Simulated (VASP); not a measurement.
# Si3C2 (P-62m) in VASP: further runs

Runs on Si3C2. Level: PBE. Tasks: single point, relaxation of cell and atoms.

Program: VASP 6.6.1. These are calculated values, not measurements. Logs are shortened: lines on timing, memory, paths and dates and some standing lists are left out, and cuts for length are marked.

### Step 1. The cell of the first run

It takes space group P-62m (No. 189, hexagonal). Conventional cell: a = 4.772 Å, b = 4.772 Å, c = 2.763 Å, α = 90.00°, β = 90.00°, γ = 120.00°. Si (site symmetry m2m) has 4 C at 2.06 Å and 6 Si at 2.65 to 2.76 Å within 2.8 Å. Within 2.8 Å of Si (site symmetry m2m) lie 4 C at 2.06 Å and 6 Si at 2.65 to 2.76 Å. Within 2.8 Å of C (site symmetry -6) lie 6 Si at 2.06 Å and 5 C at 2.76 Å.

### Step 2. Single point, PBE

File INCAR:

```
SYSTEM = Si3C2
PREC = Accurate
ENCUT = 520
EDIFF = 1E-6
ISMEAR = 0
SIGMA = 0.2
LREAL = .FALSE.
LASPH = .TRUE.
NELM = 80
ALGO = Normal
ISIF = 2
LWAVE = .FALSE.
LCHARG = .FALSE.
GGA = PE
NBANDS = 31
```

File KPOINTS:

```
Automatic mesh
0
G
  8 4 4
  0 0 0
```

File POSCAR:

```
Si3C2
1.0
    0.0000000000      0.0000000000      2.7632937483
    4.7721675224      0.0000000000      0.0000000000
    0.0000000000      8.2656366110      0.0000000000
Si C
6 4
Direct
    0.0000000000      0.8598096904      0.5000000000
    0.0000000000      0.3598096904      0.0000000000
    0.0000000000      0.8200951548      0.1799048452
    0.0000000000      0.3200951548      0.6799048452
    0.0000000000      0.3200951548      0.3200951548
    0.0000000000      0.8200951548      0.8200951548
    0.5000000000      1.0000000000      0.3333333333
    0.5000000000      0.5000000000      0.8333333333
    0.5000000000      0.5000000000      0.1666666667
    0.5000000000      0.0000000000      0.6666666667
```

Potentials or basis: VASP PAW PBE potentials, release 64 (Si, C).

Started as:

```console
$ cat potpaw_PBE.64/Si/POTCAR potpaw_PBE.64/C/POTCAR > POTCAR
$ mpirun -np 1 vasp_std > vasp.out
```

OUTCAR:

```text
SYSTEM = Si3C2
   PREC = Accurate
   ENCUT = 520
   EDIFF = 1E-6
   ISMEAR = 0
   LREAL = .FALSE.
   LASPH = .TRUE.
   NELM = 80
   ISIF = 2
   GGA = PE

 ion  position               nearest neighbor table
   1  0.000  0.860  0.500-   7 2.06  10 2.06   7 2.06  10 2.06   3 2.65   6 2.65   5 2.65   4 2.65
                             4 2.97   5 2.97
   2  0.000  0.360  0.000-   8 2.06   9 2.06   8 2.06   9 2.06   4 2.65   5 2.65   3 2.65   6 2.65
                             3 2.97   6 2.97
   3  0.000  0.820  0.180-   7 2.06   7 2.06   9 2.06   9 2.06   1 2.65   2 2.65   5 2.65   5 2.65
                             6 2.97   2 2.97
   4  0.000  0.320  0.680-   8 2.06   8 2.06  10 2.06  10 2.06   2 2.65   1 2.65   6 2.65   6 2.65
                             5 2.97   1 2.97
   5  0.000  0.320  0.320-   9 2.06   9 2.06   7 2.06   7 2.06   2 2.65   1 2.65   3 2.65   3 2.65
                             4 2.97   1 2.97
   6  0.000  0.820  0.820-  10 2.06  10 2.06   8 2.06   8 2.06   1 2.65   2 2.65   4 2.65   4 2.65
                             3 2.97   2 2.97
   7  0.500  0.000  0.333-   3 2.06   3 2.06   5 2.06   5 2.06   1 2.06   1 2.06
   8  0.500  0.500  0.833-   4 2.06   4 2.06   6 2.06   6 2.06   2 2.06   2 2.06
   9  0.500  0.500  0.167-   5 2.06   5 2.06   3 2.06   3 2.06   2 2.06   2 2.06
  10  0.500  0.000  0.667-   6 2.06   6 2.06   4 2.06   4 2.06   1 2.06   1 2.06

  LATTYP: Found a simple orthorhombic cell.
 ALAT       =     2.7632937483
 B/A-ratio  =     1.7269852419
 C/A-ratio  =     2.9912261829

  Lattice vectors:

 A1 = (   0.0000000000,   0.0000000000,   2.7632937483)
 A2 = (   4.7721675224,   0.0000000000,   0.0000000000)
 A3 = (   0.0000000000,   8.2656366110,   0.0000000000)

Analysis of symmetry for initial positions (statically):
=====================================================================
 Subroutine PRICEL returns following result:

  LATTYP: Found a hexagonal cell.
 ALAT       =     4.7721675224
 C/A-ratio  =     0.5790437438

  Lattice vectors:

 A1 = (  -4.7721675224,   0.0000000000,   0.0000000000)
 A2 = (   2.3860837612,  -4.1328183055,   0.0000000000)
 A3 = (   0.0000000000,   0.0000000000,   2.7632937483)

   2 primitive cells build up your supercell.

 Routine SETGRP: Setting up the symmetry group for a
 simple orthorhombic supercell.

 Subroutine GETGRP returns: Found  4 space group operations
 (whereof  4 operations were pure point group operations)
 out of a pool of  8 trial point group operations.

The static configuration has the point symmetry C_2v.

Analysis of symmetry for dynamics (positions and initial velocities):
=====================================================================
 Subroutine PRICEL returns following result:

  LATTYP: Found a hexagonal cell.
 ALAT       =     4.7721675224
 C/A-ratio  =     0.5790437438

  Lattice vectors:

 A1 = (  -4.7721675224,   0.0000000000,   0.0000000000)
 A2 = (   2.3860837612,  -4.1328183055,   0.0000000000)
 A3 = (   0.0000000000,   0.0000000000,   2.7632937483)

   2 primitive cells build up your supercell.

 Routine SETGRP: Setting up the symmetry group for a
 simple orthorhombic supercell.

 Subroutine GETGRP returns: Found  4 space group operations
 (whereof  4 operations were pure point group operations)
 out of a pool of  8 trial point group operations.

The dynamic configuration has the point symmetry C_2v.

 Subroutine INISYM returns: Found  4 space group operations
 (whereof  4 operations are pure point group operations),
 and found     2 'primitive' translations

----------------------------------------------------------------------------------------

                                     Primitive cell

  volume of cell :      54.4991

  direct lattice vectors                    reciprocal lattice vectors
    -4.772167522  0.000000000  0.000000000    -0.209548386 -0.120982817  0.000000000
     2.386083761 -4.132818306  0.000000000    -0.000000000 -0.241965634  0.000000000
     0.000000000  0.000000000  2.763293748     0.000000000  0.000000000  0.361886969

  length of vectors
     4.772167522  4.772167522  2.763293748     0.241965634  0.241965634  0.361886969

  position of ions in fractional coordinates (direct lattice)
     0.640190310  1.000000000  0.000000000
     1.000000000  0.640190310  0.000000000
     0.359809690  0.359809690  0.000000000
     0.666666667  0.333333333  0.500000000
     0.333333333  0.666666667  0.500000000

  ion indices of the primitive-cell ions
   primitive index   ion index
                 1           1
                 2           3
                 3           6
                 4           7
                 5          10

----------------------------------------------------------------------------------------

 KPOINTS: Automatic mesh

Automatic generation of k-mesh.
 Grid dimensions read from file:
 generate k-points for:    8    4    4

 Generating k-lattice:

  Cartesian coordinates                     Fractional coordinates (reciprocal lattice)
     0.000000000  0.000000000  0.045235871     0.125000000  0.000000000  0.000000000
     0.052387096  0.000000000  0.000000000     0.000000000  0.250000000  0.000000000
     0.000000000  0.030245704  0.000000000     0.000000000  0.000000000  0.250000000

  Length of vectors
     0.045235871  0.052387096  0.030245704

  Shift w.r.t. Gamma in fractional coordinates (k-lattice)
     0.000000000  0.000000000  0.000000000

 Subroutine IBZKPT returns following result:
 ===========================================

 Found     45 irreducible k-points:

 Following reciprocal coordinates:
            Coordinates               Weight
  0.000000  0.000000  0.000000      1.000000
  0.125000  0.000000  0.000000      2.000000
  0.250000  0.000000  0.000000      2.000000
  0.375000  0.000000  0.000000      2.000000
  0.500000  0.000000  0.000000      1.000000
  0.000000  0.250000  0.000000      2.000000
[... 16 lines left out ...]
  0.250000  0.250000  0.250000      8.000000
  0.375000  0.250000  0.250000      8.000000
 [... further k-points ...]
   k-points           NKPTS =     45   k-points in BZ     NKDIM =     45   number of bands    NBANDS=     31
   number of dos      NEDOS =    301   number of ions     NIONS =     10
   total plane-waves  NPLWV =  55296
   dimension x,y,z NGX =    24 NGY =   36 NGZ =   64
   dimension x,y,z NGXF=    48 NGYF=   72 NGZF=  128
   ions per type =               6   4
   NGX,Y,Z   is equivalent  to a cutoff of  14.44, 12.54, 12.87 a.u.
   NGXF,Y,Z  is equivalent  to a cutoff of  28.88, 25.08, 25.74 a.u.
 SYSTEM =  Si3C2
   PREC   = accura    normal or accurate (medium, high low for compatibility)
   ISTART =      0    job   : 0-new  1-cont  2-samecut
   ICHARG =      2    charge: 1-file 2-atom 10-const
   ISPIN  =      1    spin polarized calculation?
   LNONCOLLINEAR =      F non collinear calculations
   LSORBIT =      F    spin-orbit coupling
   LASPH  =      T    aspherical Exc in radial PAW
   ENCUT  =  520.0 eV  38.22 Ry    6.18 a.u.   5.14  8.87 15.37*2*pi/ulx,y,z
   NELM   =     80;   NELMIN=  2; NELMDL= -5     # of ELM steps
   EDIFF  = 0.1E-05   stopping-criterion for ELM
   LREAL  =      F    real-space projection
   EDIFFG = 0.1E-04   stopping-criterion for IOM
   NSW    =      0    number of steps for IOM
   IBRION =     -1    ionic relax: 0-MD 1-quasi-New 2-CG
   NFREE  =      0    steps in history (QN), initial steepest desc. (CG)
   ISIF   =      2    stress and relaxation
   ISYM   =      2    0-nonsym 1-usesym 2-fastsym
   POTIM  = 0.5000    time-step for ionic-motion
   TEBEG  =    0.0;   TEEND  =   0.0 temperature during run
   PSTRESS=    0.0 pullay stress
   NELECT =      40.0000    total number of electrons
   NUPDOWN=      -1.0000    fix difference up-down
   EMIN   =  10.00;   EMAX   =-10.00  energy-range for DOS
   EFERMI =   0.00;   METHOD = LEGACY
   ISMEAR =     0;   SIGMA  =   0.20  broadening in eV -4-tet -1-fermi 0-gaus
   EFERMI_NEDOS =   21; number of points for ismear=-14 and -15
   IALGO  =     38    algorithm
   IMIX   =      4    mixing-type and parameters
     AMIX     =   0.40;   BMIX     =  1.00
     AMIX_MAG =   1.60;   BMIX_MAG =  1.00
  volume/ion in A,a.u.               =      10.90        73.56
  Fermi-wavevector in a.u.,A,eV,Ry     =   1.172074  2.214899 18.691115  1.373758
  Thomas-Fermi vector in A             =   2.308508
   LORBIT       =      0    0 simple, 1 ext, 2 COOP (PROOUT), +10 PAW based schemes
   GGA     = PE    functional components
   LHFCALC =     F    Hartree Fock is set to
   AEXX    =    0.0000 exact exchange contribution
   IVDW    =     0    specifies the selected vdW correction
   LEPSILON=     F    determine dielectric tensor
   LRPA    =     F    only Hartree local field effects (RPA)
 non-spin polarized calculation
 Gauss-broadening in eV      SIGMA  =   0.20
  energy-cutoff  :      520.00
  volume of cell :      109.00
 maximum number of plane-waves:      2960
 NGX is ok and might be reduce to    24

 number of electron      39.9999999 magnetization

 Free energy of the ion-electron system (eV)
  ---------------------------------------------------
  ext. energy  EPLUGINS =         0.00000000
  ---------------------------------------------------
  free energy    TOTEN  =       -59.74847950 eV

  energy without entropy =      -59.68470199  energy(sigma->0) =      -59.71659075

 E-fermi :  10.2657     XC(G=0): -11.5384

 val. band max:       10.2595869483   @ k =   0.5000   0.2500   0.2500
 cond. band min:      10.2884071321   @ k =   0.2500   0.5000   0.0000
 fundamental gap:      0.0288201838
 Fermi energy:        10.2657157199

 k-point     1 :       0.0000    0.0000    0.0000
  band No.  band energies     occupation
      1      -7.2338      2.00000
      2      -6.1074      2.00000
      3      -4.9751      2.00000
      4      -2.6614      2.00000
      5      -0.2077      2.00000
      6       0.6831      2.00000
[... 23 lines left out ...]
     30      17.4750      0.00000
     31      17.4863      0.00000

 k-point     2 :       0.1250    0.0000    0.0000
  band No.  band energies     occupation
      1      -6.9623      2.00000
      2      -5.8421      2.00000
      3      -4.7139      2.00000
      4      -2.4241      2.00000
      5       0.0685      2.00000
      6       0.9510      2.00000
[... 23 lines left out ...]
     30      17.7504      0.00000
     31      17.7953      0.00000

 k-point     3 :       0.2500    0.0000    0.0000
  band No.  band energies     occupation
      1      -6.1527      2.00000
      2      -5.0521      2.00000
      3      -3.9366      2.00000
      4      -1.7177      2.00000
      5       0.8808      2.00000
      6       1.7471      2.00000
[... 23 lines left out ...]
     30      16.1303      0.00000
     31      16.4887      0.00000

 k-point     4 :       0.3750    0.0000    0.0000
  band No.  band energies     occupation
      1      -4.8267      2.00000
      2      -3.7660      2.00000
      3      -2.6751      2.00000
      4      -0.5732      2.00000
      5      -0.5259      2.00000
      6       0.5243      2.00000
[... 635 lines left out ...]
     30      16.8905      0.00000
     31      17.1363      0.00000

 k-point    23 :       0.2500    0.2500    0.2500
  band No.  band energies     occupation
      1      -5.7730      2.00000
      2      -5.0938      2.00000
      3      -3.8287      2.00000
      4      -2.7479      2.00000
      5       0.1077      2.00000
      6       1.2696      2.00000
[... 23 lines left out ...]
     30      16.1295      0.00000
     31      16.7182      0.00000

 k-point    24 :       0.3750    0.2500    0.2500
  band No.  band energies     occupation
      1      -4.4588      2.00000
      2      -3.8032      2.00000
      3      -2.5819      2.00000
      4      -1.5443      2.00000
      5      -0.1651      2.00000
      6       0.4759      2.00000
[... 23 lines left out ...]
     30      15.3420      0.00000
     31      15.5472      0.00000

 [... further k-points ...]

------------------------ aborting loop because EDIFF is reached ----------------------------------------

  FORCE on cell =-STRESS in cart. coord.  units (eV):
  Direction    XX          YY          ZZ          XY          YZ          ZX
  --------------------------------------------------------------------------------------
  -------------------------------------------------------------------------------------
  Total       -1.7359638     -0.0536363      1.0624010      0.0000000      0.0000000      0.0000000
  in kB      -25.5171523     -0.7884061     15.6163674      0.0000000      0.0000000      0.0000000
  external PRESSURE =      -3.5630637 kB  Pullay stress =       0.0000000 kB

 VOLUME and BASIS-vectors are now :
 -----------------------------------------------------------------------------
  energy-cutoff  :      520.00
  volume of cell :      109.00
      direct lattice vectors                 reciprocal lattice vectors
     0.000000000  0.000000000  2.763293748     0.000000000  0.000000000  0.361886969
     4.772167522  0.000000000  0.000000000     0.209548386  0.000000000  0.000000000
     0.000000000  8.265636611  0.000000000     0.000000000  0.120982817  0.000000000

 POSITION                                       TOTAL-FORCE (eV/Angst)
 -----------------------------------------------------------------------------------
      4.10316      4.13282      0.00000        -0.024398      0.000000      0.000000
      1.71707      0.00000      0.00000        -0.024398      0.000000     -0.000000
      3.91363      1.48703      0.00000         0.028456      0.030625      0.000000
      1.52755      5.61985      0.00000         0.028456      0.030625      0.000000
      1.52755      2.64579      0.00000         0.028456     -0.030625      0.000000
      3.91363      6.77861      0.00000         0.028456     -0.030625      0.000000
      0.00000      2.75521      1.38165        -0.016257     -0.009402     -0.000000
      2.38608      6.88803      1.38165        -0.016257     -0.009402     -0.000000
      2.38608      1.37761      1.38165        -0.016257      0.009402      0.000000
      0.00000      5.51042      1.38165        -0.016257      0.009402      0.000000
 -----------------------------------------------------------------------------------
    total drift:                               -0.000022      0.000000      0.000000

  FREE ENERGIE OF THE ION-ELECTRON SYSTEM (eV)
  ---------------------------------------------------
  free  energy   TOTEN  =       -59.7484795006 eV

  energy  without entropy=      -59.6847019933  energy(sigma->0) =      -59.71659075
```

Run time: 71 s. Hardware: 1 thread of Intel Xeon Platinum 8488C (Sapphire Rapids), shared host; peak memory 0.28 GiB.

Results:

| Quantity | Value |
| --- | --- |
| Free energy | -59.7485 eV |
| Pressure | -0.4 GPa |
| Largest force | 0.042 eV/Å |
| Band gap on the k mesh | zero (bands 20 and 21 overlap by 3.18 eV) |

Forces in eV/Å, atoms in the order of the input:
```
Si  -0.024  0.000  0.000
Si  -0.024  0.000  0.000
Si   0.028  0.031  0.000
Si   0.028  0.031  0.000
Si   0.028 -0.031  0.000
Si   0.028 -0.031  0.000
C   -0.016 -0.009  0.000
C   -0.016 -0.009  0.000
C   -0.016  0.009  0.000
C   -0.016  0.009  0.000
```

Stress tensor (GPa, compression positive):
```
-2.55  0.00  0.00
 0.00 -0.08  0.00
 0.00  0.00  1.56
```

Levels at points of the mesh, in eV from the Fermi level:
```tsv
k point	band 16	band 17	band 18	band 19	band 20	band 21	band 22	band 23	band 24	band 25
(0.00, 0.00, 0.00)	-2.41	-1.72	-0.84	-0.51	0.70	2.33	2.35	2.35	2.94	3.66
(0.50, 0.00, 0.00)	-2.99	-2.74	-2.74	-2.36	-2.34	-1.98	-1.97	-1.14	0.82	1.01
(0.00, 0.50, 0.00)	-2.42	-1.71	-1.71	0.26	0.26	1.13	1.13	2.93	2.93	3.49
(0.50, 0.50, 0.00)	-3.17	-2.42	-2.42	-1.49	-1.49	-0.87	-0.87	1.79	1.79	2.03
(0.00, 0.00, 0.50)	-2.82	-1.20	-1.20	0.22	0.22	1.25	1.25	2.76	2.76	4.99
(0.50, 0.00, 0.50)	-4.04	-2.86	-2.86	-1.97	-1.97	-1.51	-1.51	-0.01	-0.01	1.58
(0.00, 0.50, 0.50)	-2.41	-1.72	-1.72	-0.50	-0.50	0.69	0.69	2.95	2.95	3.65
(0.50, 0.50, 0.50)	-4.53	-2.34	-2.34	-1.14	-1.14	0.82	0.82	2.09	2.09	2.48
```

### Step 3. Relaxation of cell and atoms, PBE

This run uses another cell than the first one: it holds 5 atoms, not 10.

File INCAR:

```
ALGO = Normal
EDIFF = 1E-6
EDIFFG = -0.01
ENCUT = 600
GGA = PE
IBRION = 2
ISIF = 3
ISMEAR = 0
LASPH = True
LCHARG = False
LREAL = False
LWAVE = False
NELM = 60
NSW = 100
PREC = Accurate
SIGMA = 0.1
```

File KPOINTS:

```
k-points
0
Gamma
  12 12 14
```

File POSCAR:

```
Si3C2
1.0
    4.7950664989      0.0000000000      0.0000000000
   -2.3975332495      4.1526494009      0.0000000000
    0.0000000000      0.0000000000      2.7657912361
Si C
3 2
Direct
    0.3648458104      0.0000000000      0.0000000000
    0.0000000000      0.3648458104      0.0000000000
    0.6351541896      0.6351541896      0.0000000000
    0.3333333333      0.6666666667      0.5000000000
    0.6666666667      0.3333333333      0.5000000000
```

Potentials or basis: VASP PAW PBE potentials, release 64 (Si, C).

Started as:

```console
$ cat potpaw_PBE.64/Si/POTCAR potpaw_PBE.64/C/POTCAR > POTCAR
$ mpirun -np 1 vasp_std > vasp.out
```

It took 2.6 min on 1 thread of Intel Xeon Platinum 8488C (Sapphire Rapids), shared host; peak memory 0.28 GiB.

The run converged. Its results:

```yaml
Free_energy: -29.8716 eV
Relaxed_volume: 10.91 Å³/atom
Relaxed_cell: a = 4.774 Å, b = 4.774 Å, c = 2.764 Å, α = 90.00°, β = 90.00°, γ = 120.00°
Space_group_after_relaxing_to_0.1_Å: P-62m (No. 189)
Energy_gained_by_relaxing: 0.8 meV/atom
Ionic_steps: 5
Pressure_after_relaxing: -0.1 GPa
Largest_force_after_relaxing: 0.005 eV/Å
Band_gap_on_the_k_mesh: zero (bands 10 and 11 overlap by 4.92 eV)
```

Forces on the atoms (eV/Å):
```
Si  -0.005  0.000  0.000
Si   0.003 -0.004  0.000
Si   0.003  0.004  0.000
C    0.000  0.000  0.000
C    0.000  0.000  0.000
```

Stress tensor (GPa, compression positive):
```
-0.14  0.00  0.00
 0.00 -0.14  0.00
 0.00  0.00 -0.02
```

Step by step:
| step | energy change (eV) | largest force (eV/Å) | pressure (GPa) | volume (Å³) |
| --- | --- | --- | --- | --- |
| 1 | 0.0000 | 0.0885 | -0.29 | 55.07 |
| 2 | -0.0013 | 0.0821 | -0.11 | 54.92 |
| 3 | -0.0034 | 0.0585 | 0.42 | 54.45 |
| 4 | -0.0041 | 0.0019 | -0.13 | 54.55 |
| 5 | -0.0041 | 0.0052 | -0.10 | 54.55 |

Final structure:
```
Si C
1.0
     4.77407    0.00000    0.00000
    -2.38703    4.13446    0.00000
     0.00000    0.00000    2.76354
Si C
3 2
Direct
  0.36012 0.00000 0.00000
  0.00000 0.36012 0.00000
  0.63988 0.63988 0.00000
  0.33333 0.66667 0.50000
  0.66667 0.33333 0.50000
```

Levels at points of the mesh, in eV from the Fermi level:
```
           k point  band 6  band 7  band 8  band 9  band 10  band 11  band 12  band 13  band 14
(0.00, 0.00, 0.00)   -6.61   -5.36   -3.01   -0.80     2.37     2.39     2.39     6.90     7.25
(0.50, 0.00, 0.00)   -3.64   -3.07   -2.37   -1.68    -0.47     0.74     2.98     3.69     5.25
(0.00, 0.00, 0.50)   -6.42   -2.96   -2.96   -2.69    -2.69    -2.30    -1.94    -1.94     1.07
(0.50, 0.00, 0.50)   -5.47   -5.46   -4.49   -2.30    -1.10     0.85     2.14     2.52     2.80
```

The gap in the log of VASP goes by the Fermi energy; the results here count the filled bands.